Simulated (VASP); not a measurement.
# MgS (Niningerite) in VASP: notebook

The runs below take MgS (Niningerite) through single point, with PBE, r2SCAN.

Program: VASP 6.6.1. These are calculated values, not measurements. Logs are shortened: lines on timing, memory, paths and dates and some standing lists are left out, and cuts for length are marked.

## (1) The cell of the first run

The structure is cubic, space group Fm-3m (No. 225). Conventional cell: a = 5.473 Å, b = 5.473 Å, c = 5.473 Å, α = 90.00°, β = 90.00°, γ = 90.00°. Mg (site symmetry m-3m) has 6 S at 2.74 Å within 3.6 Å. S (site symmetry m-3m) has 6 Mg at 2.74 Å within 3.6 Å.

## (2) Single point, PBE (strain +5.2%)

File INCAR:

```
PREC = Accurate
ENCUT = 520
EDIFF = 1E-7
ISMEAR = -1
SIGMA = 0.02
LREAL = F
LASPH = T
NELM = 60
ALGO = Normal
ISIF = 2
LWAVE = F
LCHARG = F
GGA = PE
NBANDS = 11
```

File KPOINTS:

```
regular mesh
0
Gamma
  8 8 8
```

File POSCAR:

```
MgS
1.0
    0.0000000000      2.7365365106      2.7365365106
    2.7365365106      0.0000000000      2.7365365106
    2.7365365106      2.7365365106      0.0000000000
Mg S
1 1
Direct
    0.0000000000      0.0000000000      0.0000000000
    0.5000000000      0.5000000000      0.5000000000
```

Potentials or basis: VASP PAW PBE potentials, release 64 (Mg, S).

Launch:

```
> cat potpaw_PBE.64/Mg/POTCAR potpaw_PBE.64/S/POTCAR > POTCAR
> mpirun -np 1 vasp_std > vasp.out
```

OUTCAR:

```text
PREC = Accurate
   ENCUT = 520
   EDIFF = 1E-7
   ISMEAR = -1
   LREAL = F
   LASPH = T
   NELM = 60
   ISIF = 2
   GGA = PE

 ion  position               nearest neighbor table
   1  0.000  0.000  0.000-   2 2.74   2 2.74   2 2.74   2 2.74   2 2.74   2 2.74
   2  0.500  0.500  0.500-   1 2.74   1 2.74   1 2.74   1 2.74   1 2.74   1 2.74

  LATTYP: Found a face centered cubic cell.
 ALAT       =     5.4730730212

  Lattice vectors:

 A1 = (   0.0000000000,   2.7365365106,   2.7365365106)
 A2 = (   2.7365365106,   0.0000000000,   2.7365365106)
 A3 = (   2.7365365106,   2.7365365106,   0.0000000000)

Analysis of symmetry for initial positions (statically):
=====================================================================
 Subroutine PRICEL returns:
 Original cell was already a primitive cell.

 Routine SETGRP: Setting up the symmetry group for a
 face centered cubic supercell.

 Subroutine GETGRP returns: Found 48 space group operations
 (whereof 48 operations were pure point group operations)
 out of a pool of 48 trial point group operations.

The static configuration has the point symmetry O_h .

Analysis of symmetry for dynamics (positions and initial velocities):
=====================================================================
 Subroutine PRICEL returns:
 Original cell was already a primitive cell.

 Routine SETGRP: Setting up the symmetry group for a
 face centered cubic supercell.

 Subroutine GETGRP returns: Found 48 space group operations
 (whereof 48 operations were pure point group operations)
 out of a pool of 48 trial point group operations.

The dynamic configuration has the point symmetry O_h .

 Subroutine INISYM returns: Found 48 space group operations
 (whereof 48 operations are pure point group operations),
 and found     1 'primitive' translations

----------------------------------------------------------------------------------------

                                     Primitive cell

  volume of cell :      40.9858

  direct lattice vectors                    reciprocal lattice vectors
     0.000000000  2.736536511  2.736536511    -0.182712709  0.182712709  0.182712709
     2.736536511  0.000000000  2.736536511     0.182712709 -0.182712709  0.182712709
     2.736536511  2.736536511  0.000000000     0.182712709  0.182712709 -0.182712709

  length of vectors
     3.870047047  3.870047047  3.870047047     0.316467696  0.316467696  0.316467696

  position of ions in fractional coordinates (direct lattice)
     0.000000000  0.000000000  0.000000000
     0.500000000  0.500000000  0.500000000

  ion indices of the primitive-cell ions
   primitive index   ion index
                 1           1
                 2           2

----------------------------------------------------------------------------------------

 KPOINTS: regular mesh

Automatic generation of k-mesh.
 Grid dimensions read from file:
 generate k-points for:    8    8    8

 Generating k-lattice:

  Cartesian coordinates                     Fractional coordinates (reciprocal lattice)
    -0.022839089  0.022839089  0.022839089     0.125000000  0.000000000  0.000000000
     0.022839089 -0.022839089  0.022839089     0.000000000  0.125000000  0.000000000
     0.022839089  0.022839089 -0.022839089     0.000000000  0.000000000  0.125000000

  Length of vectors
     0.039558462  0.039558462  0.039558462

  Shift w.r.t. Gamma in fractional coordinates (k-lattice)
     0.000000000  0.000000000  0.000000000

 Subroutine IBZKPT returns following result:
 ===========================================

 Found     29 irreducible k-points:

 Following reciprocal coordinates:
            Coordinates               Weight
  0.000000  0.000000  0.000000      1.000000
  0.125000  0.000000  0.000000      8.000000
  0.250000  0.000000  0.000000      8.000000
  0.375000  0.000000  0.000000      8.000000
  0.500000  0.000000  0.000000      4.000000
  0.125000  0.125000  0.000000      6.000000
[... 16 lines left out ...]
  0.500000  0.250000  0.125000     48.000000
 -0.375000  0.250000  0.125000     24.000000
 [... further k-points ...]
   k-points           NKPTS =     29   k-points in BZ     NKDIM =     29   number of bands    NBANDS=     11
   number of dos      NEDOS =    301   number of ions     NIONS =      2
   total plane-waves  NPLWV =  27000
   dimension x,y,z NGX =    30 NGY =   30 NGZ =   30
   dimension x,y,z NGXF=    60 NGYF=   60 NGZF=   60
   ions per type =               1   1
   NGX,Y,Z   is equivalent  to a cutoff of  12.89, 12.89, 12.89 a.u.
   NGXF,Y,Z  is equivalent  to a cutoff of  25.77, 25.77, 25.77 a.u.
 SYSTEM =  unknown system
   PREC   = accura    normal or accurate (medium, high low for compatibility)
   ISTART =      0    job   : 0-new  1-cont  2-samecut
   ICHARG =      2    charge: 1-file 2-atom 10-const
   ISPIN  =      1    spin polarized calculation?
   LNONCOLLINEAR =      F non collinear calculations
   LSORBIT =      F    spin-orbit coupling
   LASPH  =      T    aspherical Exc in radial PAW
   ENCUT  =  520.0 eV  38.22 Ry    6.18 a.u.   7.20  7.20  7.20*2*pi/ulx,y,z
   NELM   =     60;   NELMIN=  2; NELMDL= -5     # of ELM steps
   EDIFF  = 0.1E-06   stopping-criterion for ELM
   LREAL  =      F    real-space projection
   EDIFFG = 0.1E-05   stopping-criterion for IOM
   NSW    =      0    number of steps for IOM
   IBRION =     -1    ionic relax: 0-MD 1-quasi-New 2-CG
   NFREE  =      0    steps in history (QN), initial steepest desc. (CG)
   ISIF   =      2    stress and relaxation
   ISYM   =      2    0-nonsym 1-usesym 2-fastsym
   POTIM  = 0.5000    time-step for ionic-motion
   TEBEG  =    0.0;   TEEND  =   0.0 temperature during run
   PSTRESS=    0.0 pullay stress
   NELECT =       8.0000    total number of electrons
   NUPDOWN=      -1.0000    fix difference up-down
   EMIN   =  10.00;   EMAX   =-10.00  energy-range for DOS
   EFERMI =   0.00;   METHOD = LEGACY
   ISMEAR =    -1;   SIGMA  =   0.02  broadening in eV -4-tet -1-fermi 0-gaus
   EFERMI_NEDOS =   21; number of points for ismear=-14 and -15
   IALGO  =     38    algorithm
   IMIX   =      4    mixing-type and parameters
     AMIX     =   0.40;   BMIX     =  1.00
     AMIX_MAG =   1.60;   BMIX_MAG =  1.00
  volume/ion in A,a.u.               =      20.49       138.29
  Fermi-wavevector in a.u.,A,eV,Ry     =   0.949643  1.794565 12.270024  0.901821
  Thomas-Fermi vector in A             =   2.077945
   LORBIT       =      0    0 simple, 1 ext, 2 COOP (PROOUT), +10 PAW based schemes
   GGA     = PE    functional components
   LHFCALC =     F    Hartree Fock is set to
   AEXX    =    0.0000 exact exchange contribution
   IVDW    =     0    specifies the selected vdW correction
   LEPSILON=     F    determine dielectric tensor
   LRPA    =     F    only Hartree local field effects (RPA)
 non-spin polarized calculation
  energy-cutoff  :      520.00
  volume of cell :       40.99
 maximum number of plane-waves:      1124
 NGX is ok and might be reduce to    30
   NGX = 15   NGY = 15   NGZ = 15

 number of electron       7.9999999 magnetization

 Free energy of the ion-electron system (eV)
  ---------------------------------------------------
  ext. energy  EPLUGINS =         0.00000000
  ---------------------------------------------------
  free energy    TOTEN  =        -8.35567569 eV

  energy without entropy =       -8.35567569  energy(sigma->0) =       -8.35567569

 E-fermi :   2.8931     XC(G=0):  -9.0792

 val. band max:        2.4820429897   @ k =   0.0000   0.0000   0.0000
 cond. band min:       4.9130968523   @ k =   0.5000   0.5000   0.0000
 fundamental gap:      2.4310538626
 Fermi energy:         2.8930716800

 k-point     1 :       0.0000    0.0000    0.0000
  band No.  band energies     occupation
      1      -9.4135      2.00000
      2       2.4820      2.00000
      3       2.4820      2.00000
      4       2.4820      2.00000
      5       5.1069      0.00000
      6      10.4824      0.00000
      7      10.4824      0.00000
      8      10.4824      0.00000
      9      12.6303      0.00000
     10      12.6303      0.00000
     11      14.4095      0.00000

 k-point     2 :       0.1250    0.0000    0.0000
  band No.  band energies     occupation
      1      -9.2972      2.00000
      2       1.5195      2.00000
      3       2.4088      2.00000
      4       2.4088      2.00000
      5       5.9503      0.00000
      6      10.0590      0.00000
      7      10.6499      0.00000
      8      10.6499      0.00000
      9      11.8797      0.00000
     10      11.8797      0.00000
     11      14.0323      0.00000

 k-point     3 :       0.2500    0.0000    0.0000
  band No.  band energies     occupation
      1      -8.9890      2.00000
      2       0.0219      2.00000
      3       2.2464      2.00000
      4       2.2464      2.00000
      5       6.7998      0.00000
      6      10.0458      0.00000
      7      10.0854      0.00000
      8      10.0854      0.00000
      9      12.4813      0.00000
     10      12.4813      0.00000
     11      13.3789      0.00000

 k-point     4 :       0.3750    0.0000    0.0000
  band No.  band energies     occupation
      1      -8.6285      2.00000
      2      -1.1540      2.00000
      3       2.1008      2.00000
      4       2.1008      2.00000
      5       6.8589      0.00000
      6       9.4143      0.00000
      7       9.4143      0.00000
      8      10.7494      0.00000
      9      13.3462      0.00000
     10      14.2545      0.00000
     11      14.2545      0.00000
[... 239 lines left out ...]
 k-point    22 :       0.3750    0.2500    0.1250
  band No.  band energies     occupation
      1      -8.7526      2.00000
      2      -0.2002      2.00000
      3       1.3300      2.00000
      4       1.9648      2.00000
      5       7.5215      0.00000
      6       9.0307      0.00000
      7       9.0555      0.00000
      8      11.0262      0.00000
      9      12.2161      0.00000
     10      14.7976      0.00000
     11      16.1414      0.00000

 k-point    23 :       0.5000    0.2500    0.1250
  band No.  band energies     occupation
      1      -8.4541      2.00000
      2      -0.8484      2.00000
      3       0.8841      2.00000
      4       1.7128      2.00000
      5       7.6088      0.00000
      6       8.5154      0.00000
      7       9.9386      0.00000
      8      10.7704      0.00000
      9      13.3799      0.00000
     10      15.8059      0.00000
     11      16.2882      0.00000

 k-point    24 :      -0.3750    0.2500    0.1250
  band No.  band energies     occupation
      1      -8.3171      2.00000
      2      -1.1387      2.00000
      3       0.7605      2.00000
      4       1.5777      2.00000
      5       7.6197      0.00000
      6       8.2415      0.00000
      7      10.3996      0.00000
      8      11.1305      0.00000
      9      14.0724      0.00000
     10      14.5934      0.00000
     11      17.1246      0.00000

 [... further k-points ...]
[... 5 lines left out ...]
  --------------------------------------------------------------------------------------
  -------------------------------------------------------------------------------------
  Total       -2.0107735     -2.0107735     -2.0107735      0.0000000      0.0000000      0.0000000
  in kB      -78.6031601    -78.6031601    -78.6031601      0.0000000      0.0000000      0.0000000
  external PRESSURE =     -78.6031601 kB  Pullay stress =       0.0000000 kB

 VOLUME and BASIS-vectors are now :
 -----------------------------------------------------------------------------
  energy-cutoff  :      520.00
  volume of cell :       40.99
      direct lattice vectors                 reciprocal lattice vectors
     0.000000000  2.736536511  2.736536511    -0.182712709  0.182712709  0.182712709
     2.736536511  0.000000000  2.736536511     0.182712709 -0.182712709  0.182712709
     2.736536511  2.736536511  0.000000000     0.182712709  0.182712709 -0.182712709

 POSITION                                       TOTAL-FORCE (eV/Angst)
 -----------------------------------------------------------------------------------
      0.00000      0.00000      0.00000        -0.000000     -0.000000     -0.000000
      2.73654      2.73654      2.73654         0.000000      0.000000      0.000000
 -----------------------------------------------------------------------------------
    total drift:                               -0.000000     -0.000000      0.000000

  FREE ENERGIE OF THE ION-ELECTRON SYSTEM (eV)
  ---------------------------------------------------
  free  energy   TOTEN  =        -8.3556756914 eV

  energy  without entropy=       -8.3556756914  energy(sigma->0) =       -8.35567569
```

Run time: 9.8 s. Hardware: 1 thread of Intel Xeon 6975P-C (Granite Rapids), shared host; peak memory 0.16 GiB.

Results:

| Quantity | Value |
| --- | --- |
| Free energy | -8.3557 eV |
| Pressure | -7.9 GPa |
| Band gap on the k mesh | 2.43 eV, indirect (least direct gap 2.62 eV) |

Levels at points of the mesh, in eV from the valence-band top:
| k point | band 2 | band 3 | band 4 | band 5 | band 6 | band 7 |
| --- | --- | --- | --- | --- | --- | --- |
| (0.00, 0.00, 0.00) | 0.00 | 0.00 | 0.00 | 2.62 | 8.00 | 8.00 |
| (0.50, 0.00, 0.00) | -4.09 | -0.44 | -0.44 | 4.31 | 6.69 | 6.69 |
| (0.50, 0.50, 0.00) | -3.46 | -1.37 | -1.37 | 2.43 | 4.79 | 10.58 |

Caveat: the cell differs from its parent crystal (strain +5.2%). A k mesh can miss the band edges.

## (3) Single point, PBE (shear xy strain +1.7%)

File INCAR:

```
SYSTEM = MgS
  PREC = Accurate
  ENCUT = 520
  EDIFF = 1E-6
  ISMEAR = 0
  SIGMA = 0.01
  LREAL = .FALSE.
  LASPH = .TRUE.
  NELM = 100
  ALGO = Normal
  ISIF = 2
  LWAVE = .FALSE.
  LCHARG = .TRUE.
  GGA = PE
  LELF = .TRUE.
  LVHAR = .TRUE.
  NBANDS = 11
```

File KPOINTS:

```
regular mesh
0
G
  6 6 6
  0 0 0
```

File POSCAR:

```
MgS
1.0
    0.0219828249      2.6015177399      2.6015177399
    2.6015177399      0.0219828249      2.6015177399
    2.6235005648      2.6235005648      0.0000000000
Mg S
1 1
Direct
    0.0000000000      0.0000000000      0.0000000000
    0.5000000000      0.5000000000      0.5000000000
```

Potentials or basis: VASP PAW PBE potentials, release 64 (Mg, S).

Launch:

```
> cat potpaw_PBE.64/Mg/POTCAR potpaw_PBE.64/S/POTCAR > POTCAR
> mpirun -np 1 vasp_std > vasp.out
```

Wall time 9.2 s (1 thread of Intel Xeon 6975P-C (Granite Rapids), shared host); peak memory 0.15 GiB.

The run converged. Its results:

| Quantity | Value |
| --- | --- |
| Free energy | -8.4974 eV |
| Pressure | 0.9 GPa |
| Band gap on the k mesh | 2.68 eV, indirect (least direct gap 3.63 eV) |

Stress tensor (GPa, compression positive):
```
 0.91 -0.93  0.00
-0.93  0.91  0.00
 0.00  0.00  0.89
```

Levels at points of the mesh, in eV from the valence-band top:
```csv
k point,band 1,band 2,band 3,band 4,band 5,band 6,band 7,band 8,band 9
"(0.00, 0.00, 0.00)",-12.75,-0.15,-0.08,0.00,3.63,7.73,7.88,8.02,10.27
"(0.50, 0.00, 0.00)",-11.42,-4.88,-0.74,-0.67,4.41,6.71,6.82,10.02,12.09
"(0.50, 0.50, 0.00)",-11.07,-4.27,-1.87,-1.65,2.68,4.33,11.93,12.74,13.27
"(0.00, 0.00, 0.50)",-11.46,-4.94,-0.66,-0.59,4.53,6.84,6.95,10.05,12.05
"(0.50, 0.00, 0.50)",-11.07,-4.27,-1.76,-1.76,2.70,4.32,11.90,12.73,13.30
```

Caveat: the cell differs from its parent crystal (shear xy strain +1.7%). A k mesh can miss the band edges.

## (4) Single point, r2SCAN

This run uses another cell than the first one, of 17.61 Å³/atom, 0.859 times its volume.

File POSCAR:

```
MgS
1.0
    0.0000000000      2.6015177399      2.6015177399
    2.6015177399      0.0000000000      2.6015177399
    2.6015177399      2.6015177399      0.0000000000
Mg S
1 1
Direct
    0.0000000000      0.0000000000      0.0000000000
    0.5000000000      0.5000000000      0.5000000000
```

File INCAR.step1:

```
ALGO = Normal
EDIFF = 1E-4
ENCUT = 520
GGA = PE
ISMEAR = 0
LASPH = T
LCHARG = F
LREAL = F
LWAVE = T
NBANDS = 11
NELM = 80
PREC = Accurate
SIGMA = 0.01
```

File INCAR.step2:

```
ALGO = Normal
EDIFF = 1E-6
ENCUT = 520
ISIF = 2
ISMEAR = 0
ISTART = 1
LASPH = T
LCHARG = F
LMIXTAU = T
LREAL = F
LWAVE = F
METAGGA = R2SCAN
NBANDS = 11
NELM = 80
PREC = Accurate
SIGMA = 0.01
```

File KPOINTS:

```
k-points
0
Gamma
  8 8 8
```

Launch:

```
> cat potpaw_PBE.64/Mg/POTCAR potpaw_PBE.64/S/POTCAR > POTCAR
> cp INCAR.step1 INCAR
> mpirun -np 1 vasp_std > vasp.out
> cp INCAR.step2 INCAR
> mpirun -np 1 vasp_std > vasp.out
```

Wall time 32 s (1 thread of Intel Xeon 6975P-C (Granite Rapids), shared host); peak memory 0.16 GiB.

The run converged. Its results:

```yaml
Free_energy: -15.5105 eV
Pressure: -0.5 GPa
Band_gap_on_the_k_mesh: 3.43 eV, indirect (least direct gap 4.62 eV)
```

Levels at points of the mesh, in eV from the valence-band top:
| k point | band 2 | band 3 | band 4 | band 5 | band 6 | band 7 |
| --- | --- | --- | --- | --- | --- | --- |
| (0.00, 0.00, 0.00) | 0.00 | 0.00 | 0.00 | 4.62 | 8.53 | 8.53 |
| (0.50, 0.00, 0.00) | -4.88 | -0.62 | -0.62 | 5.22 | 7.50 | 7.50 |
| (0.50, 0.50, 0.00) | -4.27 | -1.73 | -1.73 | 3.43 | 4.93 | 13.14 |

Caveat: the PAW data sets were made with another functional, which shifts forces and pressure a little.

(Part 1 of 2 ends here.)
